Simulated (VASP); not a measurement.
# Y2HgSe4 (P4/mmm) in VASP: relaxation of cell and atoms with PBEsol

Aim: the relaxation of cell and atoms of Y2HgSe4 with PBEsol.

Program: VASP 6.6.1. These are calculated values, not measurements. Logs are shortened: lines on timing, memory, paths and dates and some standing lists are left out, and cuts for length are marked.

**1. The cell of the first run**

The structure is tetragonal, space group P4/mmm (No. 123). Conventional cell: a = 7.004 Å, b = 7.004 Å, c = 4.065 Å, α = 90.00°, β = 90.00°, γ = 90.00°. Within 4.2 Å of Y (site symmetry mmm) lie 8 Se at 3.21 Å and 4 Hg at 4.05 Å and 2 Y at 4.07 Å. Hg (site symmetry 4/mmm) has 4 Se at 2.30 Å within 3.0 Å. Se (site symmetry m2m) has 1 Hg at 2.30 Å within 3.0 Å.

**2. Relaxation of cell and atoms, PBEsol**

Input file INCAR:

```
SYSTEM = Y2HgSe4
PREC = Accurate
ENCUT = 600
EDIFF = 1E-6
ISMEAR = -1
SIGMA = 0.03
LREAL = .False.
LASPH = .True.
NELM = 100
ALGO = Normal
ISIF = 3
LWAVE = .False.
LCHARG = .False.
GGA = PS
IBRION = 2
NSW = 100
EDIFFG = -0.01
```

Input file KPOINTS:

```
Automatic mesh
0
Gamma
  4 4 6
  0 0 0
```

Input file POSCAR:

```
Y2HgSe4
1.0
    7.0040059400      0.0000000000      0.0000000000
    0.0000000000      7.0040059400      0.0000000000
    0.0000000000      0.0000000000      4.0652115900
Y Hg Se
2 1 4
Direct
    0.5000000000      0.0000000000      0.5000000000
    0.0000000000      0.5000000000      0.5000000000
    0.0000000000      0.0000000000      0.0000000000
    0.2322243700      0.7677756300      0.0000000000
    0.2322243700      0.2322243700      0.0000000000
    0.7677756300      0.7677756300      0.0000000000
    0.7677756300      0.2322243700      0.0000000000
```

Potentials or basis: VASP PAW PBE potentials, release 64 (Y_sv, Hg, Se).

Launch:

```console
$ cat potpaw_PBE.64/Y_sv/POTCAR potpaw_PBE.64/Hg/POTCAR potpaw_PBE.64/Se/POTCAR > POTCAR
$ mpirun -np 1 vasp_std > vasp.out
```

OUTCAR:

```text
SYSTEM = Y2HgSe4
   PREC = Accurate
   ENCUT = 600
   EDIFF = 1E-6
   ISMEAR = -1
   LREAL = .False.
   LASPH = .True.
   NELM = 100
   ISIF = 3
   GGA = PS
   IBRION = 2
   NSW = 100
   EDIFFG = -0.01

 ion  position               nearest neighbor table
   1  0.500  0.000  0.500-   4 3.21   5 3.21   6 3.21   7 3.21   4 3.21   5 3.21   6 3.21   7 3.21
                             3 4.05   3 4.05   3 4.05   3 4.05
   2  0.000  0.500  0.500-   4 3.21   5 3.21   6 3.21   7 3.21   4 3.21   5 3.21   6 3.21   7 3.21
                             3 4.05   3 4.05   3 4.05   3 4.05
   3  0.000  0.000  0.000-   4 2.30   5 2.30   6 2.30   7 2.30   1 4.05   2 4.05   1 4.05   2 4.05
                             2 4.05   2 4.05   1 4.05   1 4.05
   4  0.232  0.768  0.000-   3 2.30   2 3.21   1 3.21   1 3.21   2 3.21
   5  0.232  0.232  0.000-   3 2.30   2 3.21   1 3.21   1 3.21   2 3.21
   6  0.768  0.768  0.000-   3 2.30   2 3.21   1 3.21   1 3.21   2 3.21
   7  0.768  0.232  0.000-   3 2.30   2 3.21   1 3.21   1 3.21   2 3.21

  LATTYP: Found a simple tetragonal cell.
 ALAT       =     7.0040059400
 C/A-ratio  =     0.5804123561

  Lattice vectors:

 A1 = (   7.0040059400,   0.0000000000,   0.0000000000)
 A2 = (   0.0000000000,   7.0040059400,   0.0000000000)
 A3 = (   0.0000000000,   0.0000000000,   4.0652115900)

Analysis of symmetry for initial positions (statically):
=====================================================================
 Subroutine PRICEL returns:
 Original cell was already a primitive cell.

 Routine SETGRP: Setting up the symmetry group for a
 simple tetragonal supercell.

 Subroutine GETGRP returns: Found 16 space group operations
 (whereof 16 operations were pure point group operations)
 out of a pool of 16 trial point group operations.

The static configuration has the point symmetry D_4h.

Analysis of symmetry for dynamics (positions and initial velocities):
=====================================================================
 Subroutine PRICEL returns:
 Original cell was already a primitive cell.

 Routine SETGRP: Setting up the symmetry group for a
 simple tetragonal supercell.

 Subroutine GETGRP returns: Found 16 space group operations
 (whereof 16 operations were pure point group operations)
 out of a pool of 16 trial point group operations.

The dynamic configuration has the point symmetry D_4h.

 Subroutine INISYM returns: Found 16 space group operations
 (whereof 16 operations are pure point group operations),
 and found     1 'primitive' translations

----------------------------------------------------------------------------------------

                                     Primitive cell

  volume of cell :     199.4234

  direct lattice vectors                    reciprocal lattice vectors
     7.004005940  0.000000000  0.000000000     0.142775436  0.000000000  0.000000000
     0.000000000  7.004005940  0.000000000     0.000000000  0.142775436  0.000000000
     0.000000000  0.000000000  4.065211590     0.000000000  0.000000000  0.245989656

  length of vectors
     7.004005940  7.004005940  4.065211590     0.142775436  0.142775436  0.245989656

  position of ions in fractional coordinates (direct lattice)
     0.500000000  0.000000000  0.500000000
     0.000000000  0.500000000  0.500000000
     0.000000000  0.000000000  0.000000000
     0.232224370  0.767775630  0.000000000
     0.232224370  0.232224370  0.000000000
     0.767775630  0.767775630  0.000000000
     0.767775630  0.232224370  0.000000000

  ion indices of the primitive-cell ions
   primitive index   ion index
                 1           1
                 2           2
                 3           3
                 4           4
                 5           5
                 6           6
                 7           7

----------------------------------------------------------------------------------------

 KPOINTS: Automatic mesh

Automatic generation of k-mesh.
 Grid dimensions read from file:
 generate k-points for:    4    4    6

 Generating k-lattice:

  Cartesian coordinates                     Fractional coordinates (reciprocal lattice)
     0.035693859  0.000000000  0.000000000     0.250000000  0.000000000  0.000000000
     0.000000000  0.035693859  0.000000000     0.000000000  0.250000000  0.000000000
     0.000000000  0.000000000  0.040998276     0.000000000  0.000000000  0.166666667

  Length of vectors
     0.035693859  0.035693859  0.040998276

  Shift w.r.t. Gamma in fractional coordinates (k-lattice)
     0.000000000  0.000000000  0.000000000

 Subroutine IBZKPT returns following result:
 ===========================================

 Found     24 irreducible k-points:

 Following reciprocal coordinates:
            Coordinates               Weight
  0.000000  0.000000  0.000000      1.000000
  0.250000  0.000000  0.000000      4.000000
  0.500000  0.000000  0.000000      2.000000
  0.250000  0.250000  0.000000      4.000000
  0.500000  0.250000  0.000000      4.000000
  0.500000  0.500000  0.000000      1.000000
[... 16 lines left out ...]
  0.500000  0.250000  0.500000      4.000000
  0.500000  0.500000  0.500000      1.000000
   k-points           NKPTS =     24   k-points in BZ     NKDIM =     24   number of bands    NBANDS=     34
   number of dos      NEDOS =    301   number of ions     NIONS =      7
   total plane-waves  NPLWV = 100352
   dimension x,y,z NGX =    56 NGY =   56 NGZ =   32
   dimension x,y,z NGXF=   112 NGYF=  112 NGZF=   64
   ions per type =               2   1   4
   NGX,Y,Z   is equivalent  to a cutoff of  13.29, 13.29, 13.09 a.u.
   NGXF,Y,Z  is equivalent  to a cutoff of  26.58, 26.58, 26.17 a.u.
 SYSTEM =  Y2HgSe4
   PREC   = accura    normal or accurate (medium, high low for compatibility)
   ISTART =      0    job   : 0-new  1-cont  2-samecut
   ICHARG =      2    charge: 1-file 2-atom 10-const
   ISPIN  =      1    spin polarized calculation?
   LNONCOLLINEAR =      F non collinear calculations
   LSORBIT =      F    spin-orbit coupling
   LASPH  =      T    aspherical Exc in radial PAW
   ENCUT  =  600.0 eV  44.10 Ry    6.64 a.u.  13.99 13.99  8.12*2*pi/ulx,y,z
   NELM   =    100;   NELMIN=  2; NELMDL= -5     # of ELM steps
   EDIFF  = 0.1E-05   stopping-criterion for ELM
   LREAL  =      F    real-space projection
   EDIFFG = -.1E-01   stopping-criterion for IOM
   NSW    =    100    number of steps for IOM
   IBRION =      2    ionic relax: 0-MD 1-quasi-New 2-CG
   NFREE  =      1    steps in history (QN), initial steepest desc. (CG)
   ISIF   =      3    stress and relaxation
   ISYM   =      2    0-nonsym 1-usesym 2-fastsym
   POTIM  = 0.5000    time-step for ionic-motion
   TEBEG  =    0.0;   TEEND  =   0.0 temperature during run
   PSTRESS=    0.0 pullay stress
   NELECT =      58.0000    total number of electrons
   NUPDOWN=      -1.0000    fix difference up-down
   EMIN   =  10.00;   EMAX   =-10.00  energy-range for DOS
   EFERMI =   0.00;   METHOD = LEGACY
   ISMEAR =    -1;   SIGMA  =   0.03  broadening in eV -4-tet -1-fermi 0-gaus
   EFERMI_NEDOS =   21; number of points for ismear=-14 and -15
   IALGO  =     38    algorithm
   IMIX   =      4    mixing-type and parameters
     AMIX     =   0.40;   BMIX     =  1.00
     AMIX_MAG =   1.60;   BMIX_MAG =  1.00
  volume/ion in A,a.u.               =      28.49       192.25
  Fermi-wavevector in a.u.,A,eV,Ry     =   1.084656  2.049703 16.006970  1.176479
  Thomas-Fermi vector in A             =   2.220751
   LORBIT       =      0    0 simple, 1 ext, 2 COOP (PROOUT), +10 PAW based schemes
   GGA     = PS    functional components
   LHFCALC =     F    Hartree Fock is set to
   AEXX    =    0.0000 exact exchange contribution
   IVDW    =     0    specifies the selected vdW correction
   LEPSILON=     F    determine dielectric tensor
   LRPA    =     F    only Hartree local field effects (RPA)
 conjugate gradient relaxation of ions
 non-spin polarized calculation
  energy-cutoff  :      600.00
  volume of cell :      199.42
 maximum number of plane-waves:      6696
 NGX is ok and might be reduce to    56
   NGX = 27   NGY = 27   NGZ = 17

--------------------------------------- Ionic step        1  -------------------------------------------

 number of electron      57.9999997 magnetization

 Free energy of the ion-electron system (eV)
  ---------------------------------------------------
  ext. energy  EPLUGINS =         0.00000000
  ---------------------------------------------------
  free energy    TOTEN  =       -33.37163581 eV

  energy without entropy =      -33.35896708  energy(sigma->0) =      -33.36530144

------------------------ aborting loop because EDIFF is reached ----------------------------------------

  FORCE on cell =-STRESS in cart. coord.  units (eV):
  Direction    XX          YY          ZZ          XY          YZ          ZX
  --------------------------------------------------------------------------------------
  -------------------------------------------------------------------------------------
  Total       14.2906028     14.2906028    -13.6687859      0.0000000      0.0000000     -0.0000000
  in kB      114.8113869    114.8113869   -109.8156804      0.0000000      0.0000000     -0.0000000
  external PRESSURE =      39.9356978 kB  Pullay stress =       0.0000000 kB
[... 104 lines left out ...]
  FREE ENERGIE OF THE ION-ELECTRON SYSTEM (eV)
  ---------------------------------------------------
  free  energy   TOTEN  =       -35.8250657616 eV

  energy  without entropy=      -35.8135630338  energy(sigma->0) =      -35.81931440

 E-fermi :   4.1412     XC(G=0):  -9.9826

 val. band max:        4.1201952846   @ k =   0.5000   0.0000   0.3333
 cond. band min:       4.1895804511   @ k =   0.5000   0.0000   0.0000
 fundamental gap:      0.0693851665
 Fermi energy:         4.1412189553

 k-point     1 :       0.0000    0.0000    0.0000
  band No.  band energies     occupation
      1     -39.5222      2.00000
      2     -39.5214      2.00000
      3     -19.5460      2.00000
      4     -19.5460      2.00000
      5     -19.4985      2.00000
      6     -19.4985      2.00000
[... 877 lines left out ...]
     33       5.7060      0.00000
     34       5.7507      0.00000

[... ionic steps 4 to 12 ...]

--------------------------------------- Ionic step       13  -------------------------------------------

 number of electron      57.9999997 magnetization

------------------------ aborting loop because EDIFF is reached ----------------------------------------

  FORCE on cell =-STRESS in cart. coord.  units (eV):
  Direction    XX          YY          ZZ          XY          YZ          ZX
  --------------------------------------------------------------------------------------
  -------------------------------------------------------------------------------------
  Total        0.0526616      0.0526616      0.1124278      0.0000000     -0.0000000      0.0000000
  in kB        0.4960898      0.4960898      1.0591068      0.0000000     -0.0000000      0.0000000
  external PRESSURE =       0.6837621 kB  Pullay stress =       0.0000000 kB
[... 67 lines left out ...]
  energy  without entropy=      -37.1994605182  energy(sigma->0) =      -37.20203510

--------------------------------------- Ionic step       15  -------------------------------------------

 number of electron      57.9999997 magnetization

 Free energy of the ion-electron system (eV)
  ---------------------------------------------------
  ext. energy  EPLUGINS =         0.00000000
  ---------------------------------------------------
  free energy    TOTEN  =       -37.20462443 eV

  energy without entropy =      -37.19947197  energy(sigma->0) =      -37.20204820

 E-fermi :   4.3020     XC(G=0): -10.0877

 val. band max:        4.2960716215   @ k =   0.5000   0.0000   0.3333
 cond. band min:       4.3083380341   @ k =   0.5000   0.0000   0.0000
 fundamental gap:      0.0122664126
 Fermi energy:         4.3020102515

 k-point     1 :       0.0000    0.0000    0.0000
  band No.  band energies     occupation
      1     -39.2510      2.00000
      2     -39.2501      2.00000
      3     -19.2921      2.00000
      4     -19.2921      2.00000
      5     -19.2422      2.00000
      6     -19.2422      2.00000
[... 911 lines left out ...]
  FREE ENERGIE OF THE ION-ELECTRON SYSTEM (eV)
  ---------------------------------------------------
  free  energy   TOTEN  =       -37.2046244282 eV

  energy  without entropy=      -37.1994719652  energy(sigma->0) =      -37.20204820

 reached required accuracy - stopping structural energy minimisation
```

Run time: 18 min. Hardware: 1 thread of Intel Xeon 6975P-C (Granite Rapids), shared host; peak memory 0.48 GiB.

What came out:

| Item | Value |
| --- | --- |
| Free energy | -37.2046 eV |
| Relaxed volume | 24.31 Å³/atom |
| Relaxed cell | a = 6.851 Å, b = 6.851 Å, c = 3.626 Å, α = 90.00°, β = 90.00°, γ = 90.00° |
| Space group after relaxing (to 0.1 Å) | P4/mmm (No. 123) |
| Energy gained by relaxing | 547.6 meV/atom |
| Ionic steps | 15 |
| Pressure after relaxing | 0.0 GPa |
| Largest force after relaxing | 0.006 eV/Å |
| Band gap on the k mesh | zero (bands 29 and 30 overlap by 0.72 eV) |

Forces on the atoms (eV/Å):
```
Y    0.000  0.000  0.000
Y    0.000  0.000  0.000
Hg   0.000  0.000  0.000
Se   0.004 -0.004  0.000
Se   0.004  0.004  0.000
Se  -0.004 -0.004  0.000
Se  -0.004  0.004  0.000
```

The path:
| step | energy change (eV) | largest force (eV/Å) | pressure (GPa) | volume (Å³) |
| --- | --- | --- | --- | --- |
| 1 | 0.0000 | 5.0720 | 3.99 | 199.42 |
| 2 | -1.7608 | 0.4496 | -9.09 | 217.97 |
| 3 | -2.4534 | 0.6358 | -6.48 | 211.12 |
| 4 | -3.3930 | 0.6705 | -1.94 | 182.25 |
| 5 | -3.4440 | 0.6744 | -0.02 | 174.86 |
| 6 | -3.6973 | 0.7180 | 1.42 | 170.10 |
| 7 | -3.7294 | 0.7179 | 2.36 | 167.71 |
| 8 | -3.8093 | 0.0651 | -1.40 | 174.12 |
| 9 | -3.8216 | 0.1283 | -0.48 | 172.34 |
| 10 | -3.8321 | 0.0383 | -0.19 | 170.87 |
| 11 | -3.8324 | 0.0186 | -0.12 | 170.54 |
| 12 | -3.8328 | 0.0277 | 0.11 | 169.98 |
| 13 | -3.8328 | 0.0263 | 0.07 | 170.08 |
| 14 | -3.8330 | 0.0120 | 0.01 | 170.16 |
| 15 | -3.8330 | 0.0056 | -0.01 | 170.19 |

Final structure:
```yaml
crystal:
  lattice:
    - [6.85140, 0.00000, 0.00000]
    - [0.00000, 6.85140, 0.00000]
    - [0.00000, 0.00000, 3.62561]
  atoms:
    - { symbol: Y, position: [0.50000, 0.00000, 0.50000] }
    - { symbol: Y, position: [0.00000, 0.50000, 0.50000] }
    - { symbol: Hg, position: [0.00000, 0.00000, 0.00000] }
    - { symbol: Se, position: [0.27049, 0.72951, 0.00000] }
    - { symbol: Se, position: [0.27049, 0.27049, 0.00000] }
    - { symbol: Se, position: [0.72951, 0.72951, 0.00000] }
    - { symbol: Se, position: [0.72951, 0.27049, 0.00000] }
```

Caveat: the PAW data sets were made with another functional, which shifts forces and pressure a little; spin-orbit coupling is left out, which moves the levels of the heavy elements.
